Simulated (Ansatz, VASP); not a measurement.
# Be3I: VASP beside Ansatz

```
CELL_PARAMETERS angstrom
-3.46225 0.00000 0.00000
1.73113 -1.73113 5.67608
0.00000 6.92450 0.00000
ATOMIC_POSITIONS crystal
Be 0.50000 0.00000 0.25000
Be 0.50000 0.00000 0.75000
Be 0.75000 0.50000 0.12500
Be 0.75000 0.50000 0.62500
Be 0.25000 0.50000 0.37500
Be 0.25000 0.50000 0.87500
I 0.00000 0.00000 0.00000
I 0.00000 0.00000 0.50000
```

Alike in both runs: task single point; functional PBE; k mesh 8 × 8 × 4; occupations gaussian, width 0.1 eV; no spin polarisation.

|  | VASP | Ansatz |
| --- | --- | --- |
| version | VASP 6.6.1 | Ansatz 0.2.0 |
| potentials or method | VASP PAW PBE potentials, release 64 (Be, I), cutoff 520 eV | scalar-relativistic, plane waves, PAW |
| valence electrons in the cell | 26 | 46 |

Ansatz gave:

| Quantity | Value |
| --- | --- |
| gap on the k mesh at the Fermi level (eV) | none |
| pressure (GPa) | 0.0 |
| traceless stress, the component that is largest in VASP (GPa) | 0.24 |

Problem. What did VASP give for the same quantities?

Solution. gap on the k mesh at the Fermi level (eV): none; pressure (GPa): 0.0; traceless stress, the component that is largest in VASP (GPa): 0.21.

A gap of «none» marks a metal or a gap that the smearing closes. The functional is the same, so the differences come from potentials, cutoffs and numerics. VASP's potentials hold 26 valence electrons a cell and Ansatz's 46, so a difference there can come from the potentials and not from the codes.

Neither program's run includes spin-orbit coupling.
